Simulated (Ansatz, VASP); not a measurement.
# Two plane-wave programs on Al3GaN4

```
Al Ga N
1.0
     4.34456   -0.00041   -0.06467
    -0.00041    4.47957   -0.04054
    -0.06467   -0.04054    4.34997
Al Ga N
3 1 4
Direct
  0.45302 0.46793 0.01006
  0.48506 0.94507 0.52766
  0.01685 0.56527 0.53371
  0.98458 0.03882 0.01322
  0.74663 0.73746 0.26435
  0.74514 0.30710 0.72559
  0.27063 0.75088 0.72711
  0.29809 0.18747 0.19831
```

Change from the starting cell: all atoms moved at random (sigma 0.15 Å a component), cell strained at random (sigma 0.01).

Alike in both runs: task single point; functional PBEsol; k mesh 6 × 6 × 6; occupations gaussian, width 0.05 eV; no spin polarisation.

|  | VASP | Ansatz |
| --- | --- | --- |
| version | VASP 6.6.1 | Ansatz 0.2.0 |
| potentials or method | VASP PAW PBE potentials, release 64 (Al, Ga_d, N), cutoff 520 eV | scalar-relativistic, plane waves, PAW |
| valence electrons in the cell | 42 | 42 |

|  | VASP | Ansatz | Ansatz less VASP |
| --- | --- | --- | --- |
| gap on the k mesh at the Fermi level (eV) | 2.23 | 2.22 | -0.005 |
| least direct gap on the mesh (eV) | 2.25 | 2.24 | -0.005 |
| pressure (GPa) | 22.6 | 22.4 | -0.24 |
| traceless stress, the component that is largest in VASP (GPa) | 19.74 | 19.50 | -0.233 |
| rms of the force components (eV/Å) | 4.154 | 4.115 | -0.0395 |

VASP's potentials were made for PBE, not for PBEsol. Atom by atom the forces differ by 0.065 eV/Å (rms over components). With one functional, cell and mesh, what is left measures potentials, basis and numerics.
